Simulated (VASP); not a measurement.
## ZnS: relaxation of cell and atoms with PBEsol

Crystal: ZnS.

```
CELL_PARAMETERS angstrom
3.55744 0.00000 0.00000
-1.77872 3.08083 0.00000
0.00000 0.00000 5.86784
ATOMIC_POSITIONS crystal
Zn 0.33333 0.66667 0.00122
Zn 0.66667 0.33333 0.50122
S 0.33333 0.66667 0.37378
S 0.66667 0.33333 0.87378
```

* Program: VASP 6.6.1
* Task: relaxation of cell and atoms
* Functional: PBEsol
* Potentials or basis: VASP PAW PBE potentials, release 64 (Zn, S)
* Cutoff: 600 eV
* k mesh: 12 × 12 × 6
* Occupations: gaussian, width 0.02 eV
* Spin: no spin polarisation
* Target pressure: 20 GPa
* Dipole correction: no
* Further INCAR settings: ALGO = Normal; EDIFF = 1e-07; IBRION = 2; EDIFFG = -0.008; NSW = 70; ISIF = 3

| Quantity | Value |
| --- | --- |
| Relaxed volume | 16.19 Å³/atom |
| Relaxed cell | a = 3.559 Å, b = 3.559 Å, c = 5.904 Å, α = 90.00°, β = 90.00°, γ = 120.00° |
| Space group after relaxing (to 0.05 Å) | P6_3mc (No. 186) |
| Energy change on relaxing (the enthalpy is what falls) | -14.9 meV/atom |
| Ionic steps | 6 |
| Pressure after relaxing | 20.0 GPa |
| Largest force after relaxing | 0.004 eV/Å |
| Band gap on the k mesh | 2.92 eV, direct |

Forces on the atoms (eV/Å):
```
Zn   0.000  0.000  0.004
Zn   0.000  0.000  0.004
S    0.000  0.000 -0.004
S    0.000  0.000 -0.004
```

The path:
```tsv
step	energy change (eV)	largest force (eV/Å)	pressure (GPa)	volume (Å³)
1	0.0000	0.0366	21.20	64.31
2	-0.1393	0.0150	18.44	65.44
3	-0.0643	0.0268	19.94	64.81
4	-0.0630	0.0270	19.98	64.80
5	-0.0623	0.0214	19.93	64.79
6	-0.0596	0.0039	20.01	64.77
```

Final structure:
```cif
data_structure
_symmetry_space_group_name_H-M 'P 1'
_symmetry_Int_Tables_number 1
_cell_length_a 3.5592
_cell_length_b 3.5592
_cell_length_c 5.9036
_cell_angle_alpha 90.000
_cell_angle_beta 90.000
_cell_angle_gamma 120.000
_cell_volume 64.77
loop_
_atom_site_label
_atom_site_type_symbol
_atom_site_fract_x
_atom_site_fract_y
_atom_site_fract_z
_atom_site_occupancy
Zn1 Zn 0.33333 0.66667 0.00214 1
Zn2 Zn 0.66667 0.33333 0.50214 1
S1 S 0.33333 0.66667 0.37286 1
S2 S 0.66667 0.33333 0.87286 1
```

Levels at points of the mesh, in eV from the valence-band top:
```csv
k point,band 14,band 15,band 16,band 17,band 18,band 19,band 20,band 21,band 22
"(0.00, 0.00, 0.00)",-1.22,-1.22,-0.19,0.00,0.00,2.92,3.39,6.04,6.04
"(0.50, 0.00, 0.00)",-5.03,-4.38,-3.04,-2.45,-1.21,3.28,4.51,4.70,6.56
"(0.00, 0.00, 0.50)",-3.52,-0.64,-0.64,-0.64,-0.64,3.97,3.97,6.55,6.55
"(0.50, 0.00, 0.50)",-5.91,-2.28,-2.28,-2.20,-2.20,3.28,3.28,4.88,4.88
```

It took 3 min on 1 thread of Intel(R) Xeon(R) 6975P-C (Granite Rapids), with other jobs on the host, peak memory 0.26 GiB.

Caveat: the cell is relaxed towards a set pressure, so the enthalpy falls and the energy may rise; the PAW data sets were made with another functional, which shifts forces and pressure a little. PBEsol gaps usually lie below the measured ones, often by a third to a half.
